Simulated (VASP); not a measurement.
# NaH (P6_3/mmc) in VASP: further runs

NaH is run at these levels: PBE, r2SCAN; tasks: single point.

All numbers are computed with VASP 6.6.1; they aren't measurements. Logs are shortened: lines on timing, memory, paths and dates and some standing lists are left out, and cuts for length are marked.

**1. The cell of the first run**

Symmetry: P6_3/mmc, No. 194, hexagonal system. Conventional cell: a = 3.319 Å, b = 3.319 Å, c = 5.831 Å, α = 90.00°, β = 90.00°, γ = 120.00°. Within 3.2 Å of Na (site symmetry -3m) lie 6 H at 2.41 Å and 2 Na at 2.92 Å. H (site symmetry -6m2) has 6 Na at 2.41 Å within 3.2 Å.

**2. Single point, PBE**

File INCAR:

```
PREC     = Accurate       # precision mode
ENCUT    = 520            # plane-wave cutoff, eV
EDIFF    = 1E-6           # SCF threshold, eV
ISMEAR   = 0              # smearing method
SIGMA    = 0.01           # smearing width, eV
LREAL    = False          # projectors in reciprocal space
LASPH    = True           # aspherical terms in the spheres
NELM     = 100            # most SCF steps
ALGO     = Normal         # electronic algorithm
ISIF     = 2              # what is computed and relaxed
LWAVE    = False          # write WAVECAR
LCHARG   = False          # write CHGCAR
GGA      = PE             # functional
NBANDS   = 16             # bands
```

File KPOINTS:

```
regular mesh
0
Gamma
  6 6 4
```

File POSCAR:

```
NaH
1.0
    3.3191587729      0.0000000000      0.0000000000
   -1.6595793864      2.8744758166      0.0000000000
    0.0000000000      0.0000000000      5.8309537818
Na H
2 2
Direct
    0.0000000000      0.0000000000      0.0000000000
    0.0000000000      0.0000000000      0.5000000000
    0.3333333333      0.6666666667      0.2500000000
    0.6666666667      0.3333333333      0.7500000000
```

Potentials or basis: VASP PAW PBE potentials, release 64 (Na_pv, H).

Run with:

```sh
$ cat potpaw_PBE.64/Na_pv/POTCAR potpaw_PBE.64/H/POTCAR > POTCAR
$ mpirun -np 1 vasp_std > vasp.out
```

OUTCAR:

```text
PREC = Accurate
   ENCUT = 520
   EDIFF = 1E-6
   ISMEAR = 0
   LREAL = False
   LASPH = True
   NELM = 100
   ISIF = 2
   GGA = PE

 ion  position               nearest neighbor table
   1  0.000  0.000  0.000-
   2  0.000  0.000  0.500-
   3  0.333  0.667  0.250-
   4  0.667  0.333  0.750-

  LATTYP: Found a hexagonal cell.
 ALAT       =     3.3191587729
 C/A-ratio  =     1.7567565099

  Lattice vectors:

 A1 = (   3.3191587729,   0.0000000000,   0.0000000000)
 A2 = (  -1.6595793864,   2.8744758166,   0.0000000000)
 A3 = (   0.0000000000,   0.0000000000,   5.8309537818)

Analysis of symmetry for initial positions (statically):
=====================================================================
 Subroutine PRICEL returns:
 Original cell was already a primitive cell.

 Routine SETGRP: Setting up the symmetry group for a
 hexagonal supercell.

 Subroutine GETGRP returns: Found 24 space group operations
 (whereof 12 operations were pure point group operations)
 out of a pool of 24 trial point group operations.

The static configuration has the point symmetry D_3d.
 The point group associated with its full space group is D_6h.

Analysis of symmetry for dynamics (positions and initial velocities):
=====================================================================
 Subroutine PRICEL returns:
 Original cell was already a primitive cell.

 Routine SETGRP: Setting up the symmetry group for a
 hexagonal supercell.

 Subroutine GETGRP returns: Found 24 space group operations
 (whereof 12 operations were pure point group operations)
 out of a pool of 24 trial point group operations.

The dynamic configuration has the point symmetry D_3d.
 The point group associated with its full space group is D_6h.

 Subroutine INISYM returns: Found 24 space group operations
 (whereof 12 operations are pure point group operations),
 and found     1 'primitive' translations

----------------------------------------------------------------------------------------

                                     Primitive cell

  volume of cell :      55.6322

  direct lattice vectors                    reciprocal lattice vectors
     3.319158773  0.000000000  0.000000000     0.301281158  0.173944758  0.000000000
    -1.659579386  2.874475817  0.000000000     0.000000000  0.347889516  0.000000000
     0.000000000  0.000000000  5.830953782     0.000000000  0.000000000  0.171498530

  length of vectors
     3.319158773  3.319158773  5.830953782     0.347889516  0.347889516  0.171498530

  position of ions in fractional coordinates (direct lattice)
     0.000000000  0.000000000  0.000000000
     0.000000000  0.000000000  0.500000000
     0.333333333  0.666666667  0.250000000
     0.666666667  0.333333333  0.750000000

  ion indices of the primitive-cell ions
   primitive index   ion index
                 1           1
                 2           2
                 3           3
                 4           4

----------------------------------------------------------------------------------------

 KPOINTS: regular mesh

Automatic generation of k-mesh.
 Grid dimensions read from file:
 generate k-points for:    6    6    4

 Generating k-lattice:

  Cartesian coordinates                     Fractional coordinates (reciprocal lattice)
     0.050213526  0.028990793  0.000000000     0.166666667  0.000000000  0.000000000
     0.000000000  0.057981586  0.000000000     0.000000000  0.166666667  0.000000000
     0.000000000  0.000000000  0.042874632     0.000000000  0.000000000  0.250000000

  Length of vectors
     0.057981586  0.057981586  0.042874632

  Shift w.r.t. Gamma in fractional coordinates (k-lattice)
     0.000000000  0.000000000  0.000000000

 Subroutine IBZKPT returns following result:
 ===========================================

 Found     21 irreducible k-points:

 Following reciprocal coordinates:
            Coordinates               Weight
  0.000000  0.000000  0.000000      1.000000
  0.166667  0.000000  0.000000      6.000000
  0.333333  0.000000  0.000000      6.000000
  0.500000  0.000000  0.000000      3.000000
  0.166667  0.166667  0.000000      6.000000
  0.333333  0.166667  0.000000     12.000000
[... 13 lines left out ...]
  0.333333  0.166667  0.500000     12.000000
  0.333333  0.333333  0.500000      2.000000
   k-points           NKPTS =     21   k-points in BZ     NKDIM =     21   number of bands    NBANDS=     16
   number of dos      NEDOS =    301   number of ions     NIONS =      4
   total plane-waves  NPLWV =  37632
   dimension x,y,z NGX =    28 NGY =   28 NGZ =   48
   dimension x,y,z NGXF=    56 NGYF=   56 NGZF=   96
   ions per type =               2   2
   NGX,Y,Z   is equivalent  to a cutoff of  14.02, 14.02, 13.69 a.u.
   NGXF,Y,Z  is equivalent  to a cutoff of  28.05, 28.05, 27.37 a.u.
 SYSTEM =  unknown system
   PREC   = accura    normal or accurate (medium, high low for compatibility)
   ISTART =      0    job   : 0-new  1-cont  2-samecut
   ICHARG =      2    charge: 1-file 2-atom 10-const
   ISPIN  =      1    spin polarized calculation?
   LNONCOLLINEAR =      F non collinear calculations
   LSORBIT =      F    spin-orbit coupling
   LASPH  =      T    aspherical Exc in radial PAW
   ENCUT  =  520.0 eV  38.22 Ry    6.18 a.u.   6.17  6.17 10.84*2*pi/ulx,y,z
   NELM   =    100;   NELMIN=  2; NELMDL= -5     # of ELM steps
   EDIFF  = 0.1E-05   stopping-criterion for ELM
   LREAL  =      F    real-space projection
   EDIFFG = 0.1E-04   stopping-criterion for IOM
   NSW    =      0    number of steps for IOM
   IBRION =     -1    ionic relax: 0-MD 1-quasi-New 2-CG
   NFREE  =      0    steps in history (QN), initial steepest desc. (CG)
   ISIF   =      2    stress and relaxation
   ISYM   =      2    0-nonsym 1-usesym 2-fastsym
   POTIM  = 0.5000    time-step for ionic-motion
   TEBEG  =    0.0;   TEEND  =   0.0 temperature during run
   PSTRESS=    0.0 pullay stress
   NELECT =      16.0000    total number of electrons
   NUPDOWN=      -1.0000    fix difference up-down
   EMIN   =  10.00;   EMAX   =-10.00  energy-range for DOS
   EFERMI =   0.00;   METHOD = LEGACY
   ISMEAR =     0;   SIGMA  =   0.01  broadening in eV -4-tet -1-fermi 0-gaus
   EFERMI_NEDOS =   21; number of points for ismear=-14 and -15
   IALGO  =     38    algorithm
   IMIX   =      4    mixing-type and parameters
     AMIX     =   0.40;   BMIX     =  1.00
     AMIX_MAG =   1.60;   BMIX_MAG =  1.00
  volume/ion in A,a.u.               =      13.91        93.86
  Fermi-wavevector in a.u.,A,eV,Ry     =   1.080619  2.042074 15.888042  1.167738
  Thomas-Fermi vector in A             =   2.216615
   LORBIT       =      0    0 simple, 1 ext, 2 COOP (PROOUT), +10 PAW based schemes
   GGA     = PE    functional components
   LHFCALC =     F    Hartree Fock is set to
   AEXX    =    0.0000 exact exchange contribution
   IVDW    =     0    specifies the selected vdW correction
   LEPSILON=     F    determine dielectric tensor
   LRPA    =     F    only Hartree local field effects (RPA)
 non-spin polarized calculation
 Gauss-broadening in eV      SIGMA  =   0.01
  energy-cutoff  :      520.00
  volume of cell :       55.63
 maximum number of plane-waves:      1521
 NGX is ok and might be reduce to    28
   NGX = 13   NGY = 13   NGZ = 21

 number of electron      16.0000008 magnetization

 Free energy of the ion-electron system (eV)
  ---------------------------------------------------
  ext. energy  EPLUGINS =         0.00000000
  ---------------------------------------------------
  free energy    TOTEN  =        -9.99552039 eV

  energy without entropy =       -9.99552039  energy(sigma->0) =       -9.99552039

 E-fermi :  -1.0472     XC(G=0):  -7.8124

 val. band max:       -1.0988018721   @ k =   0.3333   0.1667   0.0000
 cond. band min:       2.3469468590   @ k =   0.0000   0.0000   0.0000
 fundamental gap:      3.4457487311
 Fermi energy:        -1.0471594340

 k-point     1 :       0.0000    0.0000    0.0000
  band No.  band energies     occupation
      1     -23.4505      2.00000
      2     -23.2920      2.00000
      3     -23.2920      2.00000
      4     -23.2727      2.00000
      5     -23.2727      2.00000
      6     -23.2532      2.00000
[... 8 lines left out ...]
     15      14.0483      0.00000
     16      15.1762      0.00000

 k-point     2 :       0.1667    0.0000    0.0000
  band No.  band energies     occupation
      1     -23.4449      2.00000
      2     -23.3162      2.00000
      3     -23.2973      2.00000
      4     -23.2936      2.00000
      5     -23.2775      2.00000
      6     -23.2510      2.00000
[... 8 lines left out ...]
     15      13.5283      0.00000
     16      14.5622      0.00000

 k-point     3 :       0.3333    0.0000    0.0000
  band No.  band energies     occupation
      1     -23.4336      2.00000
      2     -23.3641      2.00000
      3     -23.3352      2.00000
      4     -23.3080      2.00000
      5     -23.2872      2.00000
      6     -23.2465      2.00000
[... 8 lines left out ...]
     15      11.6081      0.00000
     16      13.1305      0.00000

 k-point     4 :       0.5000    0.0000    0.0000
  band No.  band energies     occupation
      1     -23.4280      2.00000
      2     -23.3877      2.00000
      3     -23.3557      2.00000
      4     -23.3133      2.00000
      5     -23.2920      2.00000
      6     -23.2442      2.00000
[... 8 lines left out ...]
     15      11.2015      0.00000
     16      12.6441      0.00000
[... 267 lines left out ...]
 k-point    19 :       0.1667    0.1667    0.5000
  band No.  band energies     occupation
      1     -23.3443      2.00000
      2     -23.3443      2.00000
      3     -23.3326      2.00000
      4     -23.3326      2.00000
      5     -23.2993      2.00000
      6     -23.2993      2.00000
[... 8 lines left out ...]
     15      14.3666      0.00000
     16      14.3666      0.00000

 k-point    20 :       0.3333    0.1667    0.5000
  band No.  band energies     occupation
      1     -23.3603      2.00000
      2     -23.3603      2.00000
      3     -23.3366      2.00000
      4     -23.3366      2.00000
      5     -23.3143      2.00000
      6     -23.3143      2.00000
[... 8 lines left out ...]
     15      12.3040      0.00000
     16      12.3040      0.00000

 k-point    21 :       0.3333    0.3333    0.5000
  band No.  band energies     occupation
      1     -23.3449      2.00000
      2     -23.3449      2.00000
      3     -23.3433      2.00000
      4     -23.3433      2.00000
      5     -23.3348      2.00000
      6     -23.3348      2.00000
[... 8 lines left out ...]
     15      11.4627      0.00000
     16      11.4627      0.00000

------------------------ aborting loop because EDIFF is reached ----------------------------------------

  FORCE on cell =-STRESS in cart. coord.  units (eV):
  Direction    XX          YY          ZZ          XY          YZ          ZX
  --------------------------------------------------------------------------------------
  -------------------------------------------------------------------------------------
  Total        0.1671295      0.1671295      0.2446562      0.0000000      0.0000000      0.0000000
  in kB        4.8132402      4.8132402      7.0459659      0.0000000      0.0000000      0.0000000
  external PRESSURE =       5.5574821 kB  Pullay stress =       0.0000000 kB

 VOLUME and BASIS-vectors are now :
 -----------------------------------------------------------------------------
  energy-cutoff  :      520.00
  volume of cell :       55.63
      direct lattice vectors                 reciprocal lattice vectors
     3.319158773  0.000000000  0.000000000     0.301281158  0.173944758  0.000000000
    -1.659579386  2.874475817  0.000000000     0.000000000  0.347889516  0.000000000
     0.000000000  0.000000000  5.830953782     0.000000000  0.000000000  0.171498530

 POSITION                                       TOTAL-FORCE (eV/Angst)
 -----------------------------------------------------------------------------------
      0.00000      0.00000      0.00000        -0.000000      0.000000     -0.000000
      0.00000      0.00000      2.91548        -0.000000      0.000000     -0.000000
     -0.00000      1.91632      1.45774         0.000000     -0.000000      0.000000
      1.65958      0.95816      4.37322        -0.000000      0.000000     -0.000000
 -----------------------------------------------------------------------------------
    total drift:                               -0.000000      0.000000      0.000000

  FREE ENERGIE OF THE ION-ELECTRON SYSTEM (eV)
  ---------------------------------------------------
  free  energy   TOTEN  =        -9.9955203936 eV

  energy  without entropy=       -9.9955203936  energy(sigma->0) =       -9.99552039
```

Run time: 40 s. Hardware: 1 thread of AMD EPYC 7R13, shared host; peak memory 0.15 GiB.

Results:

| Quantity | Value |
| --- | --- |
| Free energy | -9.9955 eV |
| Pressure | 0.6 GPa |
| Band gap on the k mesh | 3.45 eV, indirect (least direct gap 4.51 eV) |

A k mesh can miss the band edges.

**3. Single point, r2SCAN**

POSCAR is that of step 2.

File INCAR.step1:

```
PREC     = Accurate       # precision mode
ENCUT    = 520            # plane-wave cutoff, eV
ISMEAR   = 0              # smearing method
SIGMA    = 0.01           # smearing width, eV
LREAL    = False          # projectors in reciprocal space
LASPH    = True           # aspherical terms in the spheres
NELM     = 100            # most SCF steps
NBANDS   = 16             # bands
GGA      = PE             # functional
ALGO     = Normal         # electronic algorithm
EDIFF    = 1E-4           # SCF threshold, eV
LWAVE    = True           # write WAVECAR
LCHARG   = False          # write CHGCAR
```

File INCAR.step2:

```
PREC     = Accurate       # precision mode
ENCUT    = 520            # plane-wave cutoff, eV
EDIFF    = 1E-6           # SCF threshold, eV
ISMEAR   = 0              # smearing method
SIGMA    = 0.01           # smearing width, eV
LREAL    = False          # projectors in reciprocal space
LASPH    = True           # aspherical terms in the spheres
NELM     = 100            # most SCF steps
ALGO     = Normal         # electronic algorithm
ISIF     = 2              # what is computed and relaxed
LWAVE    = False          # write WAVECAR
LCHARG   = False          # write CHGCAR
METAGGA  = R2SCAN         # meta-GGA
LMIXTAU  = True         
NBANDS   = 16             # bands
ISTART   = 1
```

File KPOINTS:

```
Automatic mesh
0
Gamma
  6 6 4
```

Potentials or basis: VASP PAW PBE potentials, release 64 (Na_pv, H).

Run with:

```sh
$ cat potpaw_PBE.64/Na_pv/POTCAR potpaw_PBE.64/H/POTCAR > POTCAR
$ cp INCAR.step1 INCAR
$ mpirun -np 1 vasp_std > vasp.out
$ cp INCAR.step2 INCAR
$ mpirun -np 1 vasp_std > vasp.out
```

OUTCAR:

```text
PREC = Accurate
   ENCUT = 520
   EDIFF = 1E-6
   ISMEAR = 0
   LREAL = False
   LASPH = True
   NELM = 100
   ISIF = 2
   METAGGA = R2SCAN
   ISTART = 1

 ion  position               nearest neighbor table
   1  0.000  0.000  0.000-
   2  0.000  0.000  0.500-
   3  0.333  0.667  0.250-
   4  0.667  0.333  0.750-

[... 593 lines left out ...]
------------------------ aborting loop because EDIFF is reached ----------------------------------------

  FORCE on cell =-STRESS in cart. coord.  units (eV):
  Direction    XX          YY          ZZ          XY          YZ          ZX
  --------------------------------------------------------------------------------------
  -------------------------------------------------------------------------------------
  Total       -0.1007262     -0.1007262     -0.0407356     -0.0000000     -0.0000000      0.0000000
  in kB       -2.9008612     -2.9008612     -1.1731625     -0.0000000     -0.0000000      0.0000000
  external PRESSURE =      -2.3249616 kB  Pullay stress =       0.0000000 kB

 VOLUME and BASIS-vectors are now :
 -----------------------------------------------------------------------------
  energy-cutoff  :      520.00
  volume of cell :       55.63
      direct lattice vectors                 reciprocal lattice vectors
     3.319158773  0.000000000  0.000000000     0.301281158  0.173944758  0.000000000
    -1.659579386  2.874475817  0.000000000     0.000000000  0.347889516  0.000000000
     0.000000000  0.000000000  5.830953782     0.000000000  0.000000000  0.171498530

 POSITION                                       TOTAL-FORCE (eV/Angst)
 -----------------------------------------------------------------------------------
      0.00000      0.00000      0.00000        -0.000000      0.000000      0.000000
      0.00000      0.00000      2.91548        -0.000000      0.000000      0.000000
     -0.00000      1.91632      1.45774         0.000000      0.000000     -0.000000
      1.65958      0.95816      4.37322         0.000000     -0.000000      0.000000
 -----------------------------------------------------------------------------------
    total drift:                               -0.000000      0.000000      0.000000

  FREE ENERGIE OF THE ION-ELECTRON SYSTEM (eV)
  ---------------------------------------------------
  free  energy   TOTEN  =       -15.0250437799 eV

  energy  without entropy=      -15.0250437799  energy(sigma->0) =      -15.02504378
```

OSZICAR.step1:

```text
N       E                     dE             d eps       ncg     rms          rms(c)
DAV:   1     0.113230811636E+03    0.11323E+03   -0.83501E+03   672   0.107E+03
DAV:   2    -0.489632449406E+01   -0.11813E+03   -0.11348E+03   744   0.300E+02
DAV:   3    -0.107907692585E+02   -0.58944E+01   -0.58800E+01   856   0.699E+01
DAV:   4    -0.108673579823E+02   -0.76589E-01   -0.76586E-01   792   0.907E+00
DAV:   5    -0.108686532833E+02   -0.12953E-02   -0.12953E-02   864   0.111E+00    0.454E+00
DAV:   6    -0.101771793339E+02    0.69147E+00   -0.28597E-01   928   0.392E+00    0.211E+00
DAV:   7    -0.998570146779E+01    0.19148E+00   -0.37064E-01   944   0.299E+00    0.484E-01
DAV:   8    -0.999559901312E+01   -0.98975E-02   -0.20340E-02   720   0.143E+00    0.110E-01
DAV:   9    -0.999557078603E+01    0.28227E-04   -0.23274E-03   872   0.566E-01    0.355E-02
DAV:  10    -0.999551419974E+01    0.56586E-04   -0.10749E-04   664   0.743E-02
   1 F= -.99955142E+01 E0= -.99955142E+01  d E =-.217421E-13
```

Wall time 3.6 min (1 thread of AMD EPYC 7R13, shared host); peak memory 0.16 GiB.

What came out:

```
Free energy            : -15.0250 eV
Pressure               : -0.2 GPa
Band gap on the k mesh : 4.06 eV, indirect (least direct gap 5.07 eV)
```

Levels at points of the mesh, in eV from the valence-band top:
| k point | band 4 | band 5 | band 6 | band 7 | band 8 | band 9 | band 10 | band 11 | band 12 | band 13 |
| --- | --- | --- | --- | --- | --- | --- | --- | --- | --- | --- |
| (0.00, 0.00, 0.00) | -22.98 | -22.98 | -22.96 | -3.55 | -1.11 | 4.06 | 11.45 | 12.43 | 14.62 | 14.62 |
| (0.50, 0.00, 0.00) | -23.02 | -23.00 | -22.95 | -0.73 | -0.18 | 5.03 | 6.54 | 7.75 | 9.44 | 11.93 |
| (0.00, 0.00, 0.50) | -22.99 | -22.99 | -22.99 | -2.61 | -2.61 | 7.32 | 7.32 | 13.03 | 13.03 | 15.69 |
| (0.50, 0.00, 0.50) | -23.04 | -23.01 | -23.01 | -0.42 | -0.42 | 4.99 | 4.99 | 10.62 | 10.62 | 12.75 |

Caveat: the PAW data sets were made with another functional, which shifts forces and pressure a little.
